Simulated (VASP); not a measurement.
Here is a VASP 6.6.1 calculation.

Contents of INCAR:

```
ALGO     = Normal         # electronic algorithm
EDIFF    = 1E-6           # SCF threshold, eV
ENCUT    = 520            # plane-wave cutoff, eV
GGA      = PS             # functional
ISIF     = 2              # what is computed and relaxed
ISMEAR   = 0              # smearing method
LASPH    = True           # aspherical terms in the spheres
LCHARG   = False          # write CHGCAR
LREAL    = False          # projectors in reciprocal space
LWAVE    = False          # write WAVECAR
NBANDS   = 11             # bands
NELM     = 60             # most SCF steps
PREC     = Accurate       # precision mode
SIGMA    = 0.1            # smearing width, eV
```

KPOINTS

```
k-points
0
Gamma
  18 18 18
```

File POSCAR:

```
Pt
1.0
    0.0000000000      1.9590400305      1.9590400305
    1.9590400305      0.0000000000      1.9590400305
    1.9590400305      1.9590400305      0.0000000000
Pt
1
Direct
    0.0000000000      0.0000000000      0.0000000000
```

Potentials or basis: VASP PAW PBE potentials, release 64 (Pt).

Launch:

```sh
$ cat potpaw_PBE.64/Pt/POTCAR > POTCAR
$ mpirun -np 1 vasp_std > vasp.out
```

Problem. What does it give for the pressure?

Solution. -0.4 GPa.

Problem. Estimate the band gap on the k mesh.

Solution. Zero (band 5 reaches 11.65 eV, above the bottom of band 6 at 9.41 eV).

Caveat: the PAW data sets were made with another functional, which shifts forces and pressure a little; spin-orbit coupling is left out, which moves the levels of the heavy elements.
